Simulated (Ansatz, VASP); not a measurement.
**SnSe in VASP and in Ansatz**

The input INCAR:

```
ALGO = Normal
EDIFF = 1E-8
ENCUT = 520
GGA = CA
ISIF = 2
ISMEAR = -1
LASPH = True
LCHARG = False
LEFG = True
LREAL = False
LWAVE = False
NBANDS = 17
NELM = 80
PREC = Accurate
SIGMA = 0.02
```

File KPOINTS:

```
k-points
0
Gamma
  9 9 9
```

The input POSCAR:

```
SnSe
1.0
    0.0000000000      2.9485541872      2.9485541872
    2.9485541872      0.0000000000      2.9485541872
    2.9485541872      2.9485541872      0.0000000000
Sn Se
1 1
Direct
    0.0000000000      0.0000000000      0.0000000000
    0.5000000000      0.5000000000      0.5000000000
```

Input for Ansatz:

```yaml
crystal:
  lattice:
    - [0.0, 2.9485541872, 2.9485541872]
    - [2.9485541872, 0.0, 2.9485541872]
    - [2.9485541872, 2.9485541872, 0.0]
  atoms:
    - { symbol: Sn, position: [0.0, 0.0, 0.0] }
    - { symbol: Se, position: [0.5, 0.5, 0.5] }
kpoints:
  mp_grid: { grid: [9, 9, 9] }
scf:
  occupations: { method: fermi_dirac, width: 0.02 }
hamiltonian:
  xc: lda
  pseudopotentials: { kind: all_electron, datasets: crystal }
output:
  forces: true
  stress: true
  eigenvalues: true
  efg: { contact_densities: true }
```

Change from the starting cell: volume scaled by 0.94, crystal datasets.

Alike in both runs: task electric field gradients; functional LDA; k mesh 9 × 9 × 9; occupations fermi-dirac, width 0.02 eV; no spin polarisation.

|  | VASP | Ansatz |
| --- | --- | --- |
| version | VASP 6.6.1 | Ansatz 0.2.0 |
| potentials or method | VASP PAW LDA potentials, release 64 (Sn_d, Se), cutoff 520 eV | all-electron PAW with datasets made for the crystal, scalar-relativistic |

Ansatz gave:

```
pressure (GPa) : 0.0
```

Q: Which values does VASP return?

A: Pressure (GPa): 0.1.

LDA's correlation is that of Perdew and Zunger in VASP and of Perdew and Wang (1992) in Ansatz. Ansatz ran all-electron here, and VASP with PAW potentials.
